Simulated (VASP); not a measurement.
Runs of VASP 6.6.1 on AlCu3. The structure is that of space group Fm-3m (No. 225), or close to it. The cells are those of the table. 

```tsv
task	cell	k mesh	cutoff (eV)	gap on the mesh (eV)	pressure (GPa)
single point	a = 3.965, b = 3.965, c = 4.097 Å, angles 61.1, 61.1, 60.0°, 4 atoms	16 × 16 × 16	520	none	7.9
relaxation of cell and atoms	relaxed to 20 GPa from a = 3.945 Å, angles 60.0°, 4 atoms	12 × 12 × 12	600	none	19.9
single point	a = 4.220 Å, angles 60.0°, 4 atoms	12 × 12 × 12	520	none	(a)
single point	a = 4.088 Å, angles 60.0°, 4 atoms	16 × 16 × 16	520	none	0.3
relaxation of cell and atoms	relaxed to 2 GPa from a = 4.062 Å, angles 60.0°, 4 atoms	12 × 12 × 12	600	none	2.0
```

Alike in all rows: level r2SCAN; potentials or basis VASP PAW PBE potentials, release 64 (Al, Cu); no spin polarisation; smearing gaussian 0.1 eV.

Task: Fill in the values left out.

Result: (a) -11.2.

Caveats: the PAW data sets were made with another functional, which shifts forces and pressure a little; the cell is relaxed towards a set pressure, so the run minimises the enthalpy, not the energy (at least some runs); the cell stands under pressure (at least some runs); the cell stands under tension (at least some runs).

A gap of «none» marks levels without a gap at the run's occupations.
